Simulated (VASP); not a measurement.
**Ba3Sr5O8: single point with PBEsol**

Ba3Sr5O8:

```
CELL_PARAMETERS angstrom
10.52489 0.00000 0.00000
0.00000 5.26245 0.00000
0.00000 0.00000 5.26245
ATOMIC_POSITIONS crystal
O 0.24944 0.99680 0.99862
O 0.75461 0.00347 0.99086
O 0.00050 0.50124 0.99663
O 0.49704 0.50234 0.00135
O 0.00236 0.00192 0.50412
O 0.50109 0.00219 0.49414
O 0.25259 0.49421 0.50008
O 0.74966 0.50993 0.50476
Ba 0.00194 0.00046 0.00687
Ba 0.75040 0.49933 0.00047
Ba 0.75025 0.00047 0.50286
Sr 0.50106 0.99559 0.99800
Sr 0.25086 0.50140 0.99942
Sr 0.25088 0.99245 0.50226
Sr 0.99891 0.49620 0.49322
Sr 0.50051 0.50031 0.50090
```

```
Program                : VASP 6.6.1
Task                   : single point
Functional             : PBEsol
Potentials or basis    : VASP PAW PBE potentials, release 64 (O, Ba_sv, Sr_sv)
Cutoff                 : 520 eV
k mesh                 : 2 × 2 × 2, shifted
Occupations            : fermi-dirac, width 0.05 eV
Spin                   : no spin polarisation
Dipole correction      : no
Further INCAR settings : LREAL = Auto; ALGO = Normal; EDIFF = 1e-06; NBANDS = 78
```

The pressure is 1.5 GPa, the largest force is 0.986 eV/Å and the band gap on the k mesh is 4.04 eV, indirect (the least direct gap lies 2.1 meV higher).

Forces on the atoms (eV/Å):
```
O    0.875 -0.042 -0.006
O   -0.953 -0.090  0.237
O    0.579 -0.032  0.082
O   -0.395 -0.002 -0.055
O    0.545 -0.024 -0.037
O   -0.620 -0.068  0.086
O   -0.106  0.105 -0.013
O    0.051 -0.243 -0.114
Ba   0.250 -0.024 -0.277
Ba  -0.114  0.103  0.025
Ba   0.020  0.140 -0.214
Sr  -0.333  0.145  0.092
Sr   0.069 -0.167 -0.014
Sr   0.076  0.200 -0.028
Sr   0.373  0.079  0.314
Sr  -0.316 -0.080 -0.080
```

Stress tensor (GPa, compression positive):
```
 2.33 -0.03  0.06
-0.03  1.12  0.01
 0.06  0.01  1.11
```

Levels at points of the mesh, in eV from the valence-band top:
| k point | band 62 | band 63 | band 64 | band 65 | band 66 | band 67 |
| --- | --- | --- | --- | --- | --- | --- |
| (0.25, 0.25, 0.25) | -0.18 | -0.13 | 0.00 | 4.04 | 4.09 | 4.37 |

Wall time 2.3 min on 1 thread of Intel(R) Xeon(R) Platinum 8488C (Sapphire Rapids) (shared host), peak memory 0.36 GiB.

Caveat: the k points lie up to 0.60 Å⁻¹ apart; the PAW data sets were made with another functional, which shifts forces and pressure a little; spin-orbit coupling is left out, which moves the levels of the heavy elements. Expect the measured gap to be larger: semilocal functionals such as PBEsol lack the derivative discontinuity.
